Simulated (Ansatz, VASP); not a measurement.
Two plane-wave programs on Pb

```
CELL_PARAMETERS angstrom
4.30012 0.00000 0.00000
-2.15006 3.72402 0.00000
0.00000 0.00000 2.65937
ATOMIC_POSITIONS crystal
Pb 0.00000 0.00000 0.00000
Pb 0.33333 0.66667 0.50000
Pb 0.66667 0.33333 0.50000
```

Alike in both runs: task relaxation of cell and atoms; functional PBE; k mesh 6 × 6 × 8; occupations gaussian, width 0.1 eV; no spin polarisation.

|  | VASP | Ansatz |
| --- | --- | --- |
| version | VASP 6.6.1 | Ansatz 0.2.0 |
| potentials or method | VASP PAW PBE potentials, release 64 (Pb_d), cutoff 600 eV | scalar-relativistic, plane waves, PAW |
| valence electrons in the cell | 42 | 42 |

```csv
,VASP,Ansatz,Ansatz less VASP
"gap on the k mesh at the Fermi level, each at its own relaxed structure (eV)",none,none,-
relaxed volume (Å³/atom),31.56,32.09,+0.529
relaxed cell length with the largest relative difference (Å),5.684,5.718,+0.0346
```

A gap of «none» marks a metal or a gap that the smearing closes.

Spin-orbit coupling is off throughout. Noted on VASP's run: the volume moved by over 15 % at a fixed basis, so the end points are rough.
